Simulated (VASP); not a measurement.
# ZnS (F-43m) in VASP: a series of runs, part 2 of 2

VASP 6.6.1.

### Step 3. Single point, LDA

This run uses another cell than the first one, of 20.25 Å³/atom, 1.027 times its volume.

INCAR

```
PREC = Accurate
ENCUT = 500
EDIFF = 1E-6
ISMEAR = 0
SIGMA = 0.01
LREAL = F
LASPH = T
NELM = 120
ALGO = Normal
ISIF = 2
LWAVE = F
LCHARG = F
GGA = CA
NBANDS = 16
GGA_COMPAT = F
```

KPOINTS

```
Automatic mesh
0
Gamma
  6 6 6
```

POSCAR

```
ZnS
1.0
    0.0000000000      2.7258073941      2.7258073941
    2.7258073941      0.0000000000      2.7258073941
    2.7258073941      2.7258073941      0.0000000000
Zn S
1 1
Direct
    0.2500000000      0.2500000000      0.2500000000
    0.0000000000      0.0000000000      0.0000000000
```

Potentials or basis: VASP PAW LDA potentials, release 64 (Zn, S).

Started as:

```sh
$ cat potpaw_LDA.64/Zn/POTCAR potpaw_LDA.64/S/POTCAR > POTCAR
$ mpirun -np 1 vasp_std > vasp.out
```

Run time: 13 s. Hardware: 1 thread of Intel Xeon 8259CL, shared host; peak memory 0.14 GiB.

It converged, with:

```
Free energy            : -8.1394 eV
Pressure               : -6.0 GPa
Band gap on the k mesh : 1.77 eV, direct
```

Levels at points of the mesh, in eV from the valence-band top:
| k point | band 5 | band 6 | band 7 | band 8 | band 9 | band 10 | band 11 | band 12 | band 13 | band 14 |
| --- | --- | --- | --- | --- | --- | --- | --- | --- | --- | --- |
| (0.00, 0.00, 0.00) | -5.95 | -5.95 | 0.00 | 0.00 | 0.00 | 1.77 | 6.27 | 6.27 | 6.27 | 11.36 |
| (0.50, 0.00, 0.00) | -5.92 | -5.75 | -5.21 | -0.84 | -0.84 | 3.06 | 6.80 | 6.80 | 8.52 | 11.73 |
| (0.50, 0.50, 0.00) | -5.88 | -5.73 | -4.56 | -2.15 | -2.15 | 3.24 | 3.90 | 10.53 | 11.59 | 11.59 |

### Step 4. Single point, LDA

This run uses another cell than the first one, of 20.78 Å³/atom, 1.053 times its volume.

INCAR

```
SYSTEM = ZnS
PREC = Accurate ; ENCUT = 500
EDIFF = 1E-6 ; ISMEAR = 0
SIGMA = 0.01 ; LREAL = .False.
LASPH = .True. ; NELM = 120
ALGO = Normal ; ISIF = 2
LWAVE = .False. ; LCHARG = .False.
GGA = CA ; NBANDS = 16
GGA_COMPAT = .False.
```

KPOINTS

```
Automatic mesh
0
Gamma
  6 6 6
  0 0 0
```

POSCAR

```
ZnS
1.0
    0.0000000000      2.7492060269      2.7492060269
    2.7492060269      0.0000000000      2.7492060269
    2.7492060269      2.7492060269      0.0000000000
Zn S
1 1
Direct
    0.2500000000      0.2500000000      0.2500000000
    0.0000000000      0.0000000000      0.0000000000
```

Potentials or basis: VASP PAW LDA potentials, release 64 (Zn, S).

Started as:

```sh
$ cat potpaw_LDA.64/Zn/POTCAR potpaw_LDA.64/S/POTCAR > POTCAR
$ mpirun -np 1 vasp_std > vasp.out
```

OUTCAR:

```text
SYSTEM = ZnS
   PREC = Accurate
   ENCUT = 500
   EDIFF = 1E-6
   ISMEAR = 0
   LREAL = .False.
   LASPH = .True.
   NELM = 120
   ISIF = 2
   GGA = CA

 ion  position               nearest neighbor table
   1  0.250  0.250  0.250-   2 2.38   2 2.38   2 2.38   2 2.38
   2  0.000  0.000  0.000-   1 2.38   1 2.38   1 2.38   1 2.38

  LATTYP: Found a face centered cubic cell.
 ALAT       =     5.4984120538

  Lattice vectors:

 A1 = (   0.0000000000,   2.7492060269,   2.7492060269)
 A2 = (   2.7492060269,   0.0000000000,   2.7492060269)
 A3 = (   2.7492060269,   2.7492060269,   0.0000000000)

Analysis of symmetry for initial positions (statically):
=====================================================================
 Subroutine PRICEL returns:
 Original cell was already a primitive cell.

 Routine SETGRP: Setting up the symmetry group for a
 face centered cubic supercell.

 Subroutine GETGRP returns: Found 24 space group operations
 (whereof 24 operations were pure point group operations)
 out of a pool of 48 trial point group operations.

The static configuration has the point symmetry T_d .

[... 148 lines left out ...]

  energy without entropy =       -8.09573103  energy(sigma->0) =       -8.09573103

 E-fermi :   1.5727     XC(G=0):  -9.8034

 val. band max:        1.4528635583   @ k =   0.0000   0.0000   0.0000
 cond. band min:       3.1135690282   @ k =   0.0000   0.0000   0.0000
 fundamental gap:      1.6607054699
 Fermi energy:         1.5727059127

 k-point     1 :       0.0000    0.0000    0.0000
  band No.  band energies     occupation
      1     -11.3074      2.00000
      2      -4.8542      2.00000
      3      -4.8542      2.00000
      4      -4.8542      2.00000
      5      -4.4308      2.00000
      6      -4.4308      2.00000
[... 281 lines left out ...]
      3      -4.6054      2.00000
      4      -4.5218      2.00000
      5      -4.4091      2.00000
      6      -4.1079      2.00000
[... 8 lines left out ...]
     15      15.1465      0.00000
     16      15.8496      0.00000

------------------------ aborting loop because EDIFF is reached ----------------------------------------

  FORCE on cell =-STRESS in cart. coord.  units (eV):
  Direction    XX          YY          ZZ          XY          YZ          ZX
  --------------------------------------------------------------------------------------
  -------------------------------------------------------------------------------------
  Total       -1.9210987     -1.9210987     -1.9210987     -0.0000000      0.0000000      0.0000000
  in kB      -74.0642120    -74.0642120    -74.0642120     -0.0000000      0.0000000      0.0000000
  external PRESSURE =     -74.0642120 kB  Pullay stress =       0.0000000 kB

 VOLUME and BASIS-vectors are now :
 -----------------------------------------------------------------------------
  energy-cutoff  :      500.00
  volume of cell :       41.56
      direct lattice vectors                 reciprocal lattice vectors
     0.000000000  2.749206027  2.749206027    -0.181870691  0.181870691  0.181870691
     2.749206027  0.000000000  2.749206027     0.181870691 -0.181870691  0.181870691
     2.749206027  2.749206027  0.000000000     0.181870691  0.181870691 -0.181870691

 POSITION                                       TOTAL-FORCE (eV/Angst)
 -----------------------------------------------------------------------------------
      1.37460      1.37460      1.37460        -0.000000     -0.000000      0.000000
      0.00000      0.00000      0.00000         0.000000      0.000000      0.000000
 -----------------------------------------------------------------------------------
    total drift:                               -0.000000     -0.000000     -0.000000

  FREE ENERGIE OF THE ION-ELECTRON SYSTEM (eV)
  ---------------------------------------------------
  free  energy   TOTEN  =        -8.0957310292 eV

  energy  without entropy=       -8.0957310292  energy(sigma->0) =       -8.09573103
```

OSZICAR:

```text
N       E                     dE             d eps       ncg     rms          rms(c)
DAV:   1     0.802624669421E+02    0.80262E+02   -0.82531E+03   512   0.126E+03
DAV:   2    -0.321923878414E+01   -0.83482E+02   -0.78260E+02   576   0.252E+02
DAV:   3    -0.846933435994E+01   -0.52501E+01   -0.52208E+01   672   0.600E+01
DAV:   4    -0.851976044459E+01   -0.50426E-01   -0.50409E-01   608   0.619E+00
DAV:   5    -0.852030372387E+01   -0.54328E-03   -0.54327E-03   648   0.616E-01    0.619E+00
DAV:   6    -0.812801859021E+01    0.39229E+00   -0.73456E-01   768   0.294E+01    0.486E+00
DAV:   7    -0.810233312406E+01    0.25685E-01   -0.19653E-01   616   0.430E+00    0.238E+00
DAV:   8    -0.809617604051E+01    0.61571E-02   -0.42380E-03   752   0.841E-01    0.501E-01
DAV:   9    -0.809571707267E+01    0.45897E-03   -0.89147E-04   592   0.244E-01    0.940E-02
DAV:  10    -0.809573123485E+01   -0.14162E-04   -0.59040E-05   632   0.633E-02    0.141E-02
DAV:  11    -0.809573102922E+01    0.20563E-06   -0.49102E-06   616   0.207E-02
   1 F= -.80957310E+01 E0= -.80957310E+01  d E =-.330908E-66
```

Wall time 14 s (1 thread of Intel Xeon 8259CL, shared host); peak memory 0.14 GiB.

Results:

- Free energy: -8.0957 eV
- Pressure: -7.4 GPa
- Band gap on the k mesh: 1.66 eV, direct

Expect the measured gap to be larger: semilocal functionals such as LDA lack the derivative discontinuity.

### Step 5. Single point, LDA

This run uses another cell than the first one, of 21.30 Å³/atom, 1.080 times its volume.

INCAR

```
PREC     = Accurate       # precision mode
ENCUT    = 500            # plane-wave cutoff, eV
EDIFF    = 1E-6           # SCF threshold, eV
ISMEAR   = 0              # smearing method
SIGMA    = 0.01           # smearing width, eV
LREAL    = False          # projectors in reciprocal space
LASPH    = True           # aspherical terms in the spheres
NELM     = 120            # most SCF steps
ALGO     = Normal         # electronic algorithm
ISIF     = 2              # what is computed and relaxed
LWAVE    = False          # write WAVECAR
LCHARG   = True           # write CHGCAR
LELF     = True           # ELF
LVHAR    = True         
NBANDS   = 16             # bands
GGA_COMPAT= False
```

KPOINTS

```
regular mesh
0
Gamma
  6 6 6
```

POSCAR

```
ZnS
1.0
    0.0000000000      2.7722130048      2.7722130048
    2.7722130048      0.0000000000      2.7722130048
    2.7722130048      2.7722130048      0.0000000000
Zn S
1 1
Direct
    0.2500000000      0.2500000000      0.2500000000
    0.0000000000      0.0000000000      0.0000000000
```

Potentials or basis: VASP PAW LDA potentials, release 64 (Zn, S).

Started as:

```sh
$ cat potpaw_LDA.64/Zn/POTCAR potpaw_LDA.64/S/POTCAR > POTCAR
$ mpirun -np 1 vasp_std > vasp.out
```

OUTCAR:

```text
PREC = Accurate
   ENCUT = 500
   EDIFF = 1E-6
   ISMEAR = 0
   LREAL = False
   LASPH = True
   NELM = 120
   ISIF = 2

 ion  position               nearest neighbor table
   1  0.250  0.250  0.250-   2 2.40   2 2.40   2 2.40   2 2.40
   2  0.000  0.000  0.000-   1 2.40   1 2.40   1 2.40   1 2.40

  LATTYP: Found a face centered cubic cell.
 ALAT       =     5.5444260096

  Lattice vectors:

 A1 = (   0.0000000000,   2.7722130048,   2.7722130048)
 A2 = (   2.7722130048,   0.0000000000,   2.7722130048)
 A3 = (   2.7722130048,   2.7722130048,   0.0000000000)

Analysis of symmetry for initial positions (statically):
=====================================================================
 Subroutine PRICEL returns:
 Original cell was already a primitive cell.

 Routine SETGRP: Setting up the symmetry group for a
 face centered cubic supercell.

 Subroutine GETGRP returns: Found 24 space group operations
 (whereof 24 operations were pure point group operations)
 out of a pool of 48 trial point group operations.

The static configuration has the point symmetry T_d .

Analysis of symmetry for dynamics (positions and initial velocities):
[... 151 lines left out ...]
 E-fermi :   1.3413     XC(G=0):  -9.6918

 val. band max:        1.2349974487   @ k =   0.0000   0.0000   0.0000
 cond. band min:       2.7893583810   @ k =   0.0000   0.0000   0.0000
 fundamental gap:      1.5543609323
 Fermi energy:         1.3412965952

 k-point     1 :       0.0000    0.0000    0.0000
  band No.  band energies     occupation
      1     -11.3675      2.00000
      2      -4.9903      2.00000
      3      -4.9903      2.00000
      4      -4.9903      2.00000
      5      -4.5930      2.00000
      6      -4.5930      2.00000
[... 281 lines left out ...]
      3      -4.7571      2.00000
      4      -4.6764      2.00000
      5      -4.5721      2.00000
      6      -4.2891      2.00000
[... 8 lines left out ...]
     15      14.8335      0.00000
     16      15.5033      0.00000

------------------------ aborting loop because EDIFF is reached ----------------------------------------

  FORCE on cell =-STRESS in cart. coord.  units (eV):
  Direction    XX          YY          ZZ          XY          YZ          ZX
  --------------------------------------------------------------------------------------
  -------------------------------------------------------------------------------------
  Total       -2.2923019     -2.2923019     -2.2923019     -0.0000000      0.0000000      0.0000000
  in kB      -86.1931205    -86.1931205    -86.1931205     -0.0000000      0.0000000      0.0000000
  external PRESSURE =     -86.1931205 kB  Pullay stress =       0.0000000 kB

 VOLUME and BASIS-vectors are now :
 -----------------------------------------------------------------------------
  energy-cutoff  :      500.00
  volume of cell :       42.61
      direct lattice vectors                 reciprocal lattice vectors
     0.000000000  2.772213005  2.772213005    -0.180361321  0.180361321  0.180361321
     2.772213005  0.000000000  2.772213005     0.180361321 -0.180361321  0.180361321
     2.772213005  2.772213005  0.000000000     0.180361321  0.180361321 -0.180361321

 POSITION                                       TOTAL-FORCE (eV/Angst)
 -----------------------------------------------------------------------------------
      1.38611      1.38611      1.38611        -0.000000     -0.000000     -0.000000
      0.00000      0.00000      0.00000         0.000000      0.000000      0.000000
 -----------------------------------------------------------------------------------
    total drift:                                0.000000      0.000000     -0.000000

  FREE ENERGIE OF THE ION-ELECTRON SYSTEM (eV)
  ---------------------------------------------------
  free  energy   TOTEN  =        -8.0434710973 eV

  energy  without entropy=       -8.0434710973  energy(sigma->0) =       -8.04347110
```

Wall time 18 s (1 thread of Intel Xeon 8259CL, shared host); peak memory 0.14 GiB.

What came out:

```yaml
Free_energy: -8.0435 eV
Pressure: -8.6 GPa
Band_gap_on_the_k_mesh: 1.55 eV, direct
```

Levels at points of the mesh, in eV from the valence-band top:
```tsv
k point	band 7	band 8	band 9	band 10	band 11	band 12
(0.00, 0.00, 0.00)	0.00	0.00	0.00	1.55	6.28	6.28
(0.50, 0.00, 0.00)	-4.89	-0.77	-0.77	2.95	6.81	6.81
(0.50, 0.50, 0.00)	-4.37	-1.98	-1.98	3.34	3.88	10.20
```

LDA gaps usually lie below the measured ones, often by a third to a half.

### Step 6. Summary

| cell | gap on the mesh (eV) | pressure (GPa) |
| --- | --- | --- |
| a = 3.821 Å, angles 60.0°, 2 atoms | 1.89 | -4.3 |
| a = 3.855 Å, angles 60.0°, 2 atoms | 1.77 | -6.0 |
| a = 3.888 Å, angles 60.0°, 2 atoms | 1.66 | -7.4 |
| a = 3.921 Å, angles 60.0°, 2 atoms | 1.55 | -8.6 |

Alike in all rows: task single point; level LDA; potentials or basis VASP PAW LDA potentials, release 64 (Zn, S); no spin polarisation; k mesh 6 × 6 × 6; cutoff (eV) 500; smearing gaussian 0.01 eV.

Absolute energies hang on the potentials; compare differences alone.
